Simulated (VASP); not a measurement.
# TiH3 (Pm-3m) in VASP: further runs

The runs below take TiH3 through relaxation of cell and atoms, with PBEsol.

All numbers are computed with VASP 6.6.1; they aren't measurements. Logs are shortened: lines on timing, memory, paths and dates and some standing lists are left out, and cuts for length are marked.

### 1 The cell of the first run

Symmetry: Pm-3m, No. 221, cubic system. The conventional cell has a = 2.854 Å, b = 2.854 Å, c = 2.854 Å, α = 90.00°, β = 90.00°, γ = 90.00°. Within 2.7 Å of Ti (site symmetry m-3m) lie 12 H at 2.02 Å. H (site symmetry 4/mmm) has 4 Ti at 2.02 Å and 8 H at 2.02 Å within 2.7 Å.

### 2 Relaxation of cell and atoms, PBEsol

Contents of INCAR:

```
PREC     = Accurate       # precision mode
ENCUT    = 600            # plane-wave cutoff, eV
EDIFF    = 1E-6           # SCF threshold, eV
ISMEAR   = -1             # smearing method
SIGMA    = 0.1            # smearing width, eV
LREAL    = False          # projectors in reciprocal space
LASPH    = True           # aspherical terms in the spheres
NELM     = 100            # most SCF steps
ALGO     = Normal         # electronic algorithm
ISIF     = 3              # what is computed and relaxed
LWAVE    = False          # write WAVECAR
LCHARG   = False          # write CHGCAR
GGA      = PS             # functional
IBRION   = 2              # ionic algorithm
NSW      = 80             # ionic steps
EDIFFG   = -0.02          # ionic threshold
```

Contents of KPOINTS:

```
regular mesh
0
Gamma
  16 16 16
```

Contents of POSCAR:

```
TiH3
1.0
    2.8538055034      0.0000000000      0.0000000000
    0.0000000000      2.8538055034      0.0000000000
    0.0000000000      0.0000000000      2.8538055034
Ti H
1 3
Direct
    0.0000000000      0.0000000000      0.0000000000
    0.0000000000      0.5000000000      0.5000000000
    0.5000000000      0.0000000000      0.5000000000
    0.5000000000      0.5000000000      0.0000000000
```

Potentials or basis: VASP PAW PBE potentials, release 64 (Ti_sv, H).

Run with:

```
cat potpaw_PBE.64/Ti_sv/POTCAR potpaw_PBE.64/H/POTCAR > POTCAR
mpirun -np 1 vasp_std > vasp.out
```

OUTCAR:

```text
PREC = Accurate
   ENCUT = 600
   EDIFF = 1E-6
   ISMEAR = -1
   LREAL = False
   LASPH = True
   NELM = 100
   ISIF = 3
   GGA = PS
   IBRION = 2
   NSW = 80
   EDIFFG = -0.02

 ion  position               nearest neighbor table
   1  0.000  0.000  0.000-
   2  0.000  0.500  0.500-
   3  0.500  0.000  0.500-
   4  0.500  0.500  0.000-

  LATTYP: Found a simple cubic cell.
 ALAT       =     2.8538055034

  Lattice vectors:

 A1 = (   2.8538055034,   0.0000000000,   0.0000000000)
 A2 = (   0.0000000000,   2.8538055034,   0.0000000000)
 A3 = (   0.0000000000,   0.0000000000,   2.8538055034)

Analysis of symmetry for initial positions (statically):
=====================================================================
 Subroutine PRICEL returns:
 Original cell was already a primitive cell.

 Routine SETGRP: Setting up the symmetry group for a
 simple cubic supercell.

 Subroutine GETGRP returns: Found 48 space group operations
 (whereof 48 operations were pure point group operations)
 out of a pool of 48 trial point group operations.

The static configuration has the point symmetry O_h .

Analysis of symmetry for dynamics (positions and initial velocities):
=====================================================================
 Subroutine PRICEL returns:
 Original cell was already a primitive cell.

 Routine SETGRP: Setting up the symmetry group for a
 simple cubic supercell.

 Subroutine GETGRP returns: Found 48 space group operations
 (whereof 48 operations were pure point group operations)
 out of a pool of 48 trial point group operations.

The dynamic configuration has the point symmetry O_h .

 Subroutine INISYM returns: Found 48 space group operations
 (whereof 48 operations are pure point group operations),
 and found     1 'primitive' translations

----------------------------------------------------------------------------------------

                                     Primitive cell

  volume of cell :      23.2420

  direct lattice vectors                    reciprocal lattice vectors
     2.853805503  0.000000000  0.000000000     0.350409304  0.000000000  0.000000000
     0.000000000  2.853805503  0.000000000     0.000000000  0.350409304  0.000000000
     0.000000000  0.000000000  2.853805503     0.000000000  0.000000000  0.350409304

  length of vectors
     2.853805503  2.853805503  2.853805503     0.350409304  0.350409304  0.350409304

  position of ions in fractional coordinates (direct lattice)
     0.000000000  0.000000000  0.000000000
     0.000000000  0.500000000  0.500000000
     0.500000000  0.000000000  0.500000000
     0.500000000  0.500000000  0.000000000

  ion indices of the primitive-cell ions
   primitive index   ion index
                 1           1
                 2           2
                 3           3
                 4           4

----------------------------------------------------------------------------------------

 KPOINTS: regular mesh

Automatic generation of k-mesh.
 Grid dimensions read from file:
 generate k-points for:   16   16   16

 Generating k-lattice:

  Cartesian coordinates                     Fractional coordinates (reciprocal lattice)
     0.021900581  0.000000000  0.000000000     0.062500000  0.000000000  0.000000000
     0.000000000  0.021900581  0.000000000     0.000000000  0.062500000  0.000000000
     0.000000000  0.000000000  0.021900581     0.000000000  0.000000000  0.062500000

  Length of vectors
     0.021900581  0.021900581  0.021900581

  Shift w.r.t. Gamma in fractional coordinates (k-lattice)
     0.000000000  0.000000000  0.000000000

 Subroutine IBZKPT returns following result:
 ===========================================

 Found    165 irreducible k-points:

 Following reciprocal coordinates:
            Coordinates               Weight
  0.000000  0.000000  0.000000      1.000000
  0.062500  0.000000  0.000000      6.000000
  0.125000  0.000000  0.000000      6.000000
  0.187500  0.000000  0.000000      6.000000
  0.250000  0.000000  0.000000      6.000000
  0.312500  0.000000  0.000000      6.000000
[... 16 lines left out ...]
  0.437500  0.125000  0.000000     24.000000
  0.500000  0.125000  0.000000     12.000000
 [... further k-points ...]
   k-points           NKPTS =    165   k-points in BZ     NKDIM =    165   number of bands    NBANDS=     11
   number of dos      NEDOS =    301   number of ions     NIONS =      4
   total plane-waves  NPLWV =  13824
   dimension x,y,z NGX =    24 NGY =   24 NGZ =   24
   dimension x,y,z NGXF=    48 NGYF=   48 NGZF=   48
   ions per type =               1   3
   NGX,Y,Z   is equivalent  to a cutoff of  13.98, 13.98, 13.98 a.u.
   NGXF,Y,Z  is equivalent  to a cutoff of  27.96, 27.96, 27.96 a.u.
 SYSTEM =  unknown system
   PREC   = accura    normal or accurate (medium, high low for compatibility)
   ISTART =      0    job   : 0-new  1-cont  2-samecut
   ICHARG =      2    charge: 1-file 2-atom 10-const
   ISPIN  =      1    spin polarized calculation?
   LNONCOLLINEAR =      F non collinear calculations
   LSORBIT =      F    spin-orbit coupling
   LASPH  =      T    aspherical Exc in radial PAW
   ENCUT  =  600.0 eV  44.10 Ry    6.64 a.u.   5.70  5.70  5.70*2*pi/ulx,y,z
   NELM   =    100;   NELMIN=  2; NELMDL= -5     # of ELM steps
   EDIFF  = 0.1E-05   stopping-criterion for ELM
   LREAL  =      F    real-space projection
   EDIFFG = -.2E-01   stopping-criterion for IOM
   NSW    =     80    number of steps for IOM
   IBRION =      2    ionic relax: 0-MD 1-quasi-New 2-CG
   NFREE  =      1    steps in history (QN), initial steepest desc. (CG)
   ISIF   =      3    stress and relaxation
   ISYM   =      2    0-nonsym 1-usesym 2-fastsym
   POTIM  = 0.5000    time-step for ionic-motion
   TEBEG  =    0.0;   TEEND  =   0.0 temperature during run
   PSTRESS=    0.0 pullay stress
   NELECT =      15.0000    total number of electrons
   NUPDOWN=      -1.0000    fix difference up-down
   EMIN   =  10.00;   EMAX   =-10.00  energy-range for DOS
   EFERMI =   0.00;   METHOD = LEGACY
   ISMEAR =    -1;   SIGMA  =   0.10  broadening in eV -4-tet -1-fermi 0-gaus
   EFERMI_NEDOS =   21; number of points for ismear=-14 and -15
   IALGO  =     38    algorithm
   IMIX   =      4    mixing-type and parameters
     AMIX     =   0.40;   BMIX     =  1.00
     AMIX_MAG =   1.60;   BMIX_MAG =  1.00
  volume/ion in A,a.u.               =       5.81        39.21
  Fermi-wavevector in a.u.,A,eV,Ry     =   1.414754  2.673497 27.232447  2.001528
  Thomas-Fermi vector in A             =   2.536263
   LORBIT       =      0    0 simple, 1 ext, 2 COOP (PROOUT), +10 PAW based schemes
   GGA     = PS    functional components
   LHFCALC =     F    Hartree Fock is set to
   AEXX    =    0.0000 exact exchange contribution
   IVDW    =     0    specifies the selected vdW correction
   LEPSILON=     F    determine dielectric tensor
   LRPA    =     F    only Hartree local field effects (RPA)
 conjugate gradient relaxation of ions
 non-spin polarized calculation
  energy-cutoff  :      600.00
  volume of cell :       23.24
 maximum number of plane-waves:       804
 NGX is ok and might be reduce to    24
   NGX = 11   NGY = 11   NGZ = 11

 number of electron      14.9999998 magnetization

 Free energy of the ion-electron system (eV)
  ---------------------------------------------------
  ext. energy  EPLUGINS =         0.00000000
  ---------------------------------------------------
  free energy    TOTEN  =       -19.35724747 eV

  energy without entropy =      -19.32250267  energy(sigma->0) =      -19.33987507

 E-fermi :   7.5332     XC(G=0): -11.9349

 val. band max:        7.5304354530   @ k =   0.3125   0.2500   0.1250
 cond. band min:       7.5840815434   @ k =   0.3750   0.1250   0.0000
 fundamental gap:      0.0536460904
 Fermi energy:         7.5331813437

 k-point     1 :       0.0000    0.0000    0.0000
  band No.  band energies     occupation
      1     -49.4286      2.00000
      2     -25.5662      2.00000
      3     -25.5662      2.00000
      4     -25.5662      2.00000
      5      -3.9912      2.00000
      6       3.9368      2.00000
      7       3.9368      2.00000
      8       9.9491      0.00000
      9       9.9491      0.00000
     10       9.9491      0.00000
     11      13.9361      0.00000

 k-point     2 :       0.0625    0.0000    0.0000
  band No.  band energies     occupation
      1     -49.4264      2.00000
      2     -25.5861      2.00000
      3     -25.5646      2.00000
      4     -25.5646      2.00000
      5      -3.9126      2.00000
      6       3.9220      2.00000
      7       3.9915      2.00000
      8       9.8581      0.00000
      9       9.8581      0.00000
     10       9.9546      0.00000
     11      13.5989      0.00000

 k-point     3 :       0.1250    0.0000    0.0000
  band No.  band energies     occupation
      1     -49.4202      2.00000
      2     -25.6424      2.00000
      3     -25.5598      2.00000
      4     -25.5598      2.00000
      5      -3.6798      2.00000
      6       3.8557      2.00000
      7       4.1544      2.00000
      8       9.6143      0.00000
      9       9.6143      0.00000
     10       9.9705      0.00000
     11      12.8749      0.00000
[... 267 lines left out ...]
 k-point    23 :       0.4375    0.1250    0.0000
  band No.  band energies     occupation
      1     -49.3649      2.00000
      2     -26.0409      2.00000
      3     -25.5939      2.00000
      4     -25.5181      2.00000
      5      -0.4787      2.00000
      6       1.4356      2.00000
      7       6.0831      2.00000
      8       7.1590      1.95367
      9       8.2673      0.00130
     10       9.8305      0.00000
     11      10.9219      0.00000

 k-point    24 :       0.5000    0.1250    0.0000
  band No.  band energies     occupation
      1     -49.3626      2.00000
      2     -26.0593      2.00000
      3     -25.5920      2.00000
      4     -25.5165      2.00000
      5       0.0333      2.00000
      6       0.9033      2.00000
      7       6.4545      1.99996
      8       6.8158      1.99847
      9       8.2146      0.00219
     10       9.8381      0.00000
     11      10.8305      0.00000

 [... further k-points ...]
[... 5 lines left out ...]
  --------------------------------------------------------------------------------------
  -------------------------------------------------------------------------------------
  Total        0.0050415      0.0050415      0.0050415     -0.0000000      0.0000000     -0.0000000
  in kB        0.3475329      0.3475329      0.3475329     -0.0000000      0.0000000     -0.0000000
  external PRESSURE =       0.3475329 kB  Pullay stress =       0.0000000 kB

 VOLUME and BASIS-vectors are now :
 -----------------------------------------------------------------------------
  energy-cutoff  :      600.00
  volume of cell :       23.24
      direct lattice vectors                 reciprocal lattice vectors
     2.853805503  0.000000000  0.000000000     0.350409304  0.000000000  0.000000000
     0.000000000  2.853805503  0.000000000     0.000000000  0.350409304  0.000000000
     0.000000000  0.000000000  2.853805503     0.000000000  0.000000000  0.350409304

 POSITION                                       TOTAL-FORCE (eV/Angst)
 -----------------------------------------------------------------------------------
      0.00000      0.00000      0.00000         0.000000      0.000000      0.000000
      0.00000      1.42690      1.42690         0.000000      0.000000      0.000000
      1.42690      0.00000      1.42690         0.000000      0.000000      0.000000
      1.42690      1.42690      0.00000         0.000000      0.000000      0.000000
 -----------------------------------------------------------------------------------
    total drift:                                0.000000      0.000000      0.000000

  FREE ENERGIE OF THE ION-ELECTRON SYSTEM (eV)
  ---------------------------------------------------
  free  energy   TOTEN  =       -19.3572474681 eV

  energy  without entropy=      -19.3225026652  energy(sigma->0) =      -19.33987507

 reached required accuracy - stopping structural energy minimisation
```

Wall time 13 s (1 thread of Intel Xeon 6975P-C (Granite Rapids), shared host); peak memory 0.18 GiB.

Results:

```
Free energy             : -19.3572 eV
Pressure after relaxing : 0.0 GPa
```

Final structure:
```
Ti H
1.0
     2.85381    0.00000    0.00000
     0.00000    2.85381    0.00000
     0.00000    0.00000    2.85381
Ti H
1 3
Direct
  0.00000 0.00000 0.00000
  0.00000 0.50000 0.50000
  0.50000 0.00000 0.50000
  0.50000 0.50000 0.00000
```

Caveat: the relaxation stopped at its first step, so nothing moved; the PAW data sets were made with another functional, which shifts forces and pressure a little.

### 3 Relaxation of cell and atoms, PBEsol

This run uses another cell than the first one, of 6.10 Å³/atom, 1.049 times its volume.

Contents of INCAR:

```
SYSTEM = TiH3
ALGO = Normal ; EDIFF = 1E-7
EDIFFG = -0.02 ; ENCUT = 600
GGA = PS ; IBRION = 2
ISIF = 3 ; ISMEAR = -1
LASPH = .True. ; LCHARG = .False.
LREAL = .False. ; LWAVE = .False.
NELM = 100 ; NSW = 80
PREC = Accurate ; SIGMA = 0.1
```

Contents of KPOINTS:

```
k-points
0
Gamma
  16 16 16
  0 0 0
```

Contents of POSCAR:

```
TiH3
1.0
    2.9000000000      0.0000000000      0.0000000000
    0.0000000000      2.9000000000      0.0000000000
    0.0000000000      0.0000000000      2.9000000000
Ti H
1 3
Direct
    0.0000000000      0.0000000000      0.0000000000
    0.0000000000      0.5000000000      0.5000000000
    0.5000000000      0.0000000000      0.5000000000
    0.5000000000      0.5000000000      0.0000000000
```

Potentials or basis: VASP PAW PBE potentials, release 64 (Ti_sv, H).

Run with:

```
cat potpaw_PBE.64/Ti_sv/POTCAR potpaw_PBE.64/H/POTCAR > POTCAR
mpirun -np 1 vasp_std > vasp.out
```

It took 35 s on 1 thread of Intel Xeon 6975P-C (Granite Rapids), shared host; peak memory 0.18 GiB.

The run converged. Its results:

```
Free energy                            : -19.3580 eV
Relaxed volume                         : 5.81 Å³/atom
Relaxed cell                           : a = 2.854 Å, b = 2.854 Å, c = 2.854 Å, α = 90.00°, β = 90.00°, γ = 90.00°
Space group after relaxing (to 0.05 Å) : Pm-3m (No. 221)
Energy gained by relaxing              : 6.2 meV/atom
Ionic steps                            : 3
Pressure after relaxing                : -0.1 GPa
```

The path:
```csv
step,energy change (eV),largest force (eV/Å),pressure (GPa),volume (Å³)
1,0.0000,0.0000,-6.67,24.39
2,-0.0234,0.0000,-1.64,23.50
3,-0.0247,0.0000,-0.06,23.26
```

Final structure:
```
CELL_PARAMETERS angstrom
2.85437 0.00000 0.00000
0.00000 2.85437 0.00000
0.00000 0.00000 2.85437
ATOMIC_POSITIONS crystal
Ti 0.00000 0.00000 0.00000
H 0.00000 0.50000 0.50000
H 0.50000 0.00000 0.50000
H 0.50000 0.50000 0.00000
```

Levels at points of the mesh, in eV from the Fermi level:
| k point | band 3 | band 4 | band 5 | band 6 | band 7 | band 8 | band 9 | band 10 | band 11 |
| --- | --- | --- | --- | --- | --- | --- | --- | --- | --- |
| (0.00, 0.00, 0.00) | -33.10 | -33.10 | -11.52 | -3.59 | -3.59 | 2.41 | 2.41 | 2.41 | 6.40 |
| (0.50, 0.00, 0.00) | -33.06 | -33.06 | -7.58 | -6.95 | -1.25 | 0.62 | 0.62 | 1.88 | 2.56 |
| (0.50, 0.50, 0.00) | -33.52 | -33.02 | -6.87 | -3.74 | -3.74 | -1.43 | 1.05 | 1.05 | 3.39 |
| (0.50, 0.50, 0.50) | -33.44 | -33.44 | -5.58 | -5.58 | -5.58 | 3.50 | 3.50 | 4.63 | 6.09 |

Caveat: the PAW data sets were made with another functional, which shifts forces and pressure a little.
